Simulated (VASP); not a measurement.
# CaO (Fm-3m) in VASP: notebook

Aim: see how the results for CaO move with the level of theory and the settings. Levels: PBE, r2SCAN. Tasks: single point.

Everything below comes from runs of VASP 6.6.1. Logs are shortened: lines on timing, memory, paths and dates and some standing lists are left out, and cuts for length are marked.

## 1. The cell of the first run

Symmetry: Fm-3m, No. 225, cubic system. The conventional cell has a = 4.879 Å, b = 4.879 Å, c = 4.879 Å, α = 90.00°, β = 90.00°, γ = 90.00°. Ca (site symmetry m-3m) has 6 O at 2.44 Å within 3.2 Å. O (site symmetry m-3m) has 6 Ca at 2.44 Å within 3.2 Å.

## 2. Single point, PBE (volume scaled by 1.03)

INCAR

```
  PREC = Accurate
  ENCUT = 520
  EDIFF = 1E-7
  ISMEAR = 0
  SIGMA = 0.02
  LREAL = False
  LASPH = True
  NELM = 80
  ALGO = Normal
  ISIF = 2
  LWAVE = False
  LCHARG = False
  GGA = PE
  NBANDS = 15
```

KPOINTS

```
Automatic mesh
0
Gamma
  8 8 8
```

POSCAR

```
CaO
1.0
    0.0000000000      2.4394102841      2.4394102841
    2.4394102841      0.0000000000      2.4394102841
    2.4394102841      2.4394102841      0.0000000000
Ca O
1 1
Direct
    0.0000000000      0.0000000000      0.0000000000
    0.5000000000      0.5000000000      0.5000000000
```

Potentials or basis: VASP PAW PBE potentials, release 64 (Ca_sv, O).

Started as:

```bash
cat potpaw_PBE.64/Ca_sv/POTCAR potpaw_PBE.64/O/POTCAR > POTCAR
mpirun -np 1 vasp_std > vasp.out
```

OUTCAR:

```text
PREC = Accurate
   ENCUT = 520
   EDIFF = 1E-7
   ISMEAR = 0
   LREAL = False
   LASPH = True
   NELM = 80
   ISIF = 2
   GGA = PE

 ion  position               nearest neighbor table
   1  0.000  0.000  0.000-   2 2.44   2 2.44   2 2.44   2 2.44   2 2.44   2 2.44
   2  0.500  0.500  0.500-   1 2.44   1 2.44   1 2.44   1 2.44   1 2.44   1 2.44

  LATTYP: Found a face centered cubic cell.
 ALAT       =     4.8788205682

  Lattice vectors:

 A1 = (   0.0000000000,   2.4394102841,   2.4394102841)
 A2 = (   2.4394102841,   0.0000000000,   2.4394102841)
 A3 = (   2.4394102841,   2.4394102841,   0.0000000000)

Analysis of symmetry for initial positions (statically):
=====================================================================
 Subroutine PRICEL returns:
 Original cell was already a primitive cell.

 Routine SETGRP: Setting up the symmetry group for a
 face centered cubic supercell.

 Subroutine GETGRP returns: Found 48 space group operations
 (whereof 48 operations were pure point group operations)
 out of a pool of 48 trial point group operations.

The static configuration has the point symmetry O_h .

Analysis of symmetry for dynamics (positions and initial velocities):
=====================================================================
 Subroutine PRICEL returns:
 Original cell was already a primitive cell.

 Routine SETGRP: Setting up the symmetry group for a
 face centered cubic supercell.

 Subroutine GETGRP returns: Found 48 space group operations
 (whereof 48 operations were pure point group operations)
 out of a pool of 48 trial point group operations.

The dynamic configuration has the point symmetry O_h .

 Subroutine INISYM returns: Found 48 space group operations
 (whereof 48 operations are pure point group operations),
 and found     1 'primitive' translations

----------------------------------------------------------------------------------------

                                     Primitive cell

  volume of cell :      29.0325

  direct lattice vectors                    reciprocal lattice vectors
     0.000000000  2.439410284  2.439410284    -0.204967571  0.204967571  0.204967571
     2.439410284  0.000000000  2.439410284     0.204967571 -0.204967571  0.204967571
     2.439410284  2.439410284  0.000000000     0.204967571  0.204967571 -0.204967571

  length of vectors
     3.449847108  3.449847108  3.449847108     0.355014246  0.355014246  0.355014246

  position of ions in fractional coordinates (direct lattice)
     0.000000000  0.000000000  0.000000000
     0.500000000  0.500000000  0.500000000

  ion indices of the primitive-cell ions
   primitive index   ion index
                 1           1
                 2           2

----------------------------------------------------------------------------------------

 KPOINTS: Automatic mesh

Automatic generation of k-mesh.
 Grid dimensions read from file:
 generate k-points for:    8    8    8

 Generating k-lattice:

  Cartesian coordinates                     Fractional coordinates (reciprocal lattice)
    -0.025620946  0.025620946  0.025620946     0.125000000  0.000000000  0.000000000
     0.025620946 -0.025620946  0.025620946     0.000000000  0.125000000  0.000000000
     0.025620946  0.025620946 -0.025620946     0.000000000  0.000000000  0.125000000

  Length of vectors
     0.044376781  0.044376781  0.044376781

  Shift w.r.t. Gamma in fractional coordinates (k-lattice)
     0.000000000  0.000000000  0.000000000

 Subroutine IBZKPT returns following result:
 ===========================================

 Found     29 irreducible k-points:

 Following reciprocal coordinates:
            Coordinates               Weight
  0.000000  0.000000  0.000000      1.000000
  0.125000  0.000000  0.000000      8.000000
  0.250000  0.000000  0.000000      8.000000
  0.375000  0.000000  0.000000      8.000000
  0.500000  0.000000  0.000000      4.000000
  0.125000  0.125000  0.000000      6.000000
[... 16 lines left out ...]
  0.500000  0.250000  0.125000     48.000000
 -0.375000  0.250000  0.125000     24.000000
 [... further k-points ...]
   k-points           NKPTS =     29   k-points in BZ     NKDIM =     29   number of bands    NBANDS=     15
   number of dos      NEDOS =    301   number of ions     NIONS =      2
   total plane-waves  NPLWV =  21952
   dimension x,y,z NGX =    28 NGY =   28 NGZ =   28
   dimension x,y,z NGXF=    56 NGYF=   56 NGZF=   56
   ions per type =               1   1
   NGX,Y,Z   is equivalent  to a cutoff of  13.49, 13.49, 13.49 a.u.
   NGXF,Y,Z  is equivalent  to a cutoff of  26.99, 26.99, 26.99 a.u.
 SYSTEM =  unknown system
   PREC   = accura    normal or accurate (medium, high low for compatibility)
   ISTART =      0    job   : 0-new  1-cont  2-samecut
   ICHARG =      2    charge: 1-file 2-atom 10-const
   ISPIN  =      1    spin polarized calculation?
   LNONCOLLINEAR =      F non collinear calculations
   LSORBIT =      F    spin-orbit coupling
   LASPH  =      T    aspherical Exc in radial PAW
   ENCUT  =  520.0 eV  38.22 Ry    6.18 a.u.   6.41  6.41  6.41*2*pi/ulx,y,z
   NELM   =     80;   NELMIN=  2; NELMDL= -5     # of ELM steps
   EDIFF  = 0.1E-06   stopping-criterion for ELM
   LREAL  =      F    real-space projection
   EDIFFG = 0.1E-05   stopping-criterion for IOM
   NSW    =      0    number of steps for IOM
   IBRION =     -1    ionic relax: 0-MD 1-quasi-New 2-CG
   NFREE  =      0    steps in history (QN), initial steepest desc. (CG)
   ISIF   =      2    stress and relaxation
   ISYM   =      2    0-nonsym 1-usesym 2-fastsym
   POTIM  = 0.5000    time-step for ionic-motion
   TEBEG  =    0.0;   TEEND  =   0.0 temperature during run
   PSTRESS=    0.0 pullay stress
   NELECT =      16.0000    total number of electrons
   NUPDOWN=      -1.0000    fix difference up-down
   EMIN   =  10.00;   EMAX   =-10.00  energy-range for DOS
   EFERMI =   0.00;   METHOD = LEGACY
   ISMEAR =     0;   SIGMA  =   0.02  broadening in eV -4-tet -1-fermi 0-gaus
   EFERMI_NEDOS =   21; number of points for ismear=-14 and -15
   IALGO  =     38    algorithm
   IMIX   =      4    mixing-type and parameters
     AMIX     =   0.40;   BMIX     =  1.00
     AMIX_MAG =   1.60;   BMIX_MAG =  1.00
  volume/ion in A,a.u.               =      14.52        97.96
  Fermi-wavevector in a.u.,A,eV,Ry     =   1.342208  2.536406 24.511216  1.801524
  Thomas-Fermi vector in A             =   2.470381
   LORBIT       =      0    0 simple, 1 ext, 2 COOP (PROOUT), +10 PAW based schemes
   GGA     = PE    functional components
   LHFCALC =     F    Hartree Fock is set to
   AEXX    =    0.0000 exact exchange contribution
   IVDW    =     0    specifies the selected vdW correction
   LEPSILON=     F    determine dielectric tensor
   LRPA    =     F    only Hartree local field effects (RPA)
 non-spin polarized calculation
 Gauss-broadening in eV      SIGMA  =   0.02
  energy-cutoff  :      520.00
  volume of cell :       29.03
 maximum number of plane-waves:       817
 NGX is ok and might be reduce to    28
   NGX = 13   NGY = 13   NGZ = 13

 number of electron      16.0000004 magnetization

 Free energy of the ion-electron system (eV)
  ---------------------------------------------------
  ext. energy  EPLUGINS =         0.00000000
  ---------------------------------------------------
  free energy    TOTEN  =       -12.80097029 eV

  energy without entropy =      -12.80097029  energy(sigma->0) =      -12.80097029

 E-fermi :   2.3259     XC(G=0): -10.2591

 val. band max:        2.1012757273   @ k =   0.0000   0.0000   0.0000
 cond. band min:       5.7451056374   @ k =   0.5000   0.5000   0.0000
 fundamental gap:      3.6438299101
 Fermi energy:         2.3258756976

 k-point     1 :       0.0000    0.0000    0.0000
  band No.  band energies     occupation
      1     -35.7224      2.00000
      2     -16.5159      2.00000
      3     -16.5159      2.00000
      4     -16.5159      2.00000
      5     -13.3446      2.00000
      6       2.1013      2.00000
      7       2.1013      2.00000
      8       2.1013      2.00000
      9       6.4601      0.00000
     10       8.2138      0.00000
     11       8.2138      0.00000
     12       8.2138      0.00000
     13       9.6408      0.00000
     14       9.6408      0.00000
     15      16.8910      0.00000

 k-point     2 :       0.1250    0.0000    0.0000
  band No.  band energies     occupation
      1     -35.7102      2.00000
      2     -16.6840      2.00000
      3     -16.5231      2.00000
      4     -16.5231      2.00000
      5     -13.1648      2.00000
      6       1.5802      2.00000
      7       1.9071      2.00000
      8       1.9071      2.00000
      9       7.1357      0.00000
     10       8.1712      0.00000
     11       8.4633      0.00000
     12       8.4633      0.00000
     13       9.9814      0.00000
     14       9.9814      0.00000
     15      17.4157      0.00000

 k-point     3 :       0.2500    0.0000    0.0000
  band No.  band energies     occupation
      1     -35.6806      2.00000
      2     -17.0338      2.00000
      3     -16.5402      2.00000
      4     -16.5402      2.00000
      5     -12.7838      2.00000
      6       0.6186      2.00000
      7       1.4889      2.00000
      8       1.4890      2.00000
      9       8.2092      0.00000
     10       8.5832      0.00000
     11       9.1165      0.00000
     12       9.1165      0.00000
     13      10.8041      0.00000
     14      10.8041      0.00000
     15      17.5705      0.00000
[... 343 lines left out ...]
 k-point    23 :       0.5000    0.2500    0.1250
  band No.  band energies     occupation
      1     -35.6354      2.00000
      2     -17.2001      2.00000
      3     -16.7078      2.00000
      4     -16.6029      2.00000
      5     -12.6065      2.00000
      6       0.1721      2.00000
      7       1.0946      2.00000
      8       1.2893      2.00000
      9       7.8639      0.00000
     10       9.3290      0.00000
     11      10.3187      0.00000
     12      10.3727      0.00000
     13      11.6761      0.00000
     14      12.7894      0.00000
     15      16.3225      0.00000

 k-point    24 :      -0.3750    0.2500    0.1250
  band No.  band energies     occupation
      1     -35.6255      2.00000
      2     -17.2537      2.00000
      3     -16.7210      2.00000
      4     -16.6241      2.00000
      5     -12.5555      2.00000
      6       0.1203      2.00000
      7       1.0169      2.00000
      8       1.1070      2.00000
      9       8.6726      0.00000
     10       8.7494      0.00000
     11      10.5956      0.00000
     12      10.7037      0.00000
     13      11.9540      0.00000
     14      13.5873      0.00000
     15      15.3501      0.00000

 [... further k-points ...]
[... 5 lines left out ...]
  --------------------------------------------------------------------------------------
  -------------------------------------------------------------------------------------
  Total       -0.4440721     -0.4440721     -0.4440721     -0.0000000      0.0000000      0.0000000
  in kB      -24.5063994    -24.5063994    -24.5063994     -0.0000000      0.0000000      0.0000000
  external PRESSURE =     -24.5063994 kB  Pullay stress =       0.0000000 kB

 VOLUME and BASIS-vectors are now :
 -----------------------------------------------------------------------------
  energy-cutoff  :      520.00
  volume of cell :       29.03
      direct lattice vectors                 reciprocal lattice vectors
     0.000000000  2.439410284  2.439410284    -0.204967571  0.204967571  0.204967571
     2.439410284  0.000000000  2.439410284     0.204967571 -0.204967571  0.204967571
     2.439410284  2.439410284  0.000000000     0.204967571  0.204967571 -0.204967571

 POSITION                                       TOTAL-FORCE (eV/Angst)
 -----------------------------------------------------------------------------------
      0.00000      0.00000      0.00000         0.000000      0.000000      0.000000
      2.43941      2.43941      2.43941        -0.000000     -0.000000     -0.000000
 -----------------------------------------------------------------------------------
    total drift:                                0.000000      0.000000      0.000000

  FREE ENERGIE OF THE ION-ELECTRON SYSTEM (eV)
  ---------------------------------------------------
  free  energy   TOTEN  =       -12.8009702899 eV

  energy  without entropy=      -12.8009702899  energy(sigma->0) =      -12.80097029
```

Wall time 14 s (1 thread of Intel Xeon Platinum 8259CL at 2.50GHz (Skylake/Cascade Lake), shared host); peak memory 0.16 GiB.

Results:

* Free energy: -12.8010 eV
* Pressure: -2.5 GPa
* Band gap on the k mesh: 3.64 eV, indirect (least direct gap 4.03 eV)

(Part 1 of 2 ends here.)
